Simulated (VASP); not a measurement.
A run of VASP 6.6.1 is set up as follows.

Contents of INCAR:

```
ALGO     = Normal         # electronic algorithm
EDIFF    = 1E-6           # SCF threshold, eV
ENCUT    = 520            # plane-wave cutoff, eV
GGA      = PE             # functional
ISIF     = 2              # what is computed and relaxed
ISMEAR   = 0              # smearing method
LASPH    = T              # aspherical terms in the spheres
LCHARG   = T              # write CHGCAR
LELF     = T              # ELF
LREAL    = F              # projectors in reciprocal space
LVHAR    = T            
LWAVE    = F              # write WAVECAR
NBANDS   = 44             # bands
NELM     = 80             # most SCF steps
PREC     = Accurate       # precision mode
SIGMA    = 0.05           # smearing width, eV
```

The input KPOINTS:

```
k-points
0
Gamma
  4 4 4
```

Contents of POSCAR:

```
CO2
1.0
    6.0856775403      0.0000000000      0.0000000000
    0.0000000000      6.0856775403      0.0000000000
    0.0000000000      0.0000000000      6.3863100108
C O
4 8
Direct
    0.0000000000      0.0000000000      0.0000000000
    0.5000000000      0.0000000000      0.5000000000
    0.5000000000      0.5000000000      0.0000000000
    0.0000000000      0.5000000000      0.5000000000
    0.1114834447      0.1114834447      0.1114834447
    0.3885165553      0.8885165553      0.6114834447
    0.6114834447      0.3885165553      0.8885165553
    0.8885165553      0.6114834447      0.3885165553
    0.8885165553      0.8885165553      0.8885165553
    0.6114834447      0.1114834447      0.3885165553
    0.3885165553      0.6114834447      0.1114834447
    0.1114834447      0.3885165553      0.6114834447
```

Potentials or basis: VASP PAW PBE potentials, release 64 (C, O).

Command:

```bash
$ cat potpaw_PBE.64/C/POTCAR potpaw_PBE.64/O/POTCAR > POTCAR
$ mpirun -np 1 vasp_std > vasp.out
```

What does it give for the pressure?

-4.2 GPa.

What does it give for the largest force?

1.800 eV/Å.

Estimate the band gap on the k mesh.

6.39 eV.

Forces on the atoms (eV/Å):
```
C    0.000  0.000  0.000
C    0.000  0.000  0.000
C    0.000  0.000  0.000
C    0.000  0.000  0.000
O   -1.022 -1.017 -1.077
O    1.022  1.017 -1.077
O   -1.022  1.017  1.077
O    1.022 -1.017  1.077
O    1.022  1.017  1.077
O   -1.022 -1.017  1.077
O    1.022 -1.017 -1.077
O   -1.022  1.017 -1.077
```

Caveat: the cell stands under tension; this functional lacks dispersion, which holds the molecules together, so the pressure and a relaxed volume are unreliable; forces of over 1 eV/Å act on the atoms, so gaps and moduli don't describe the material at rest. A k mesh can miss the band edges.
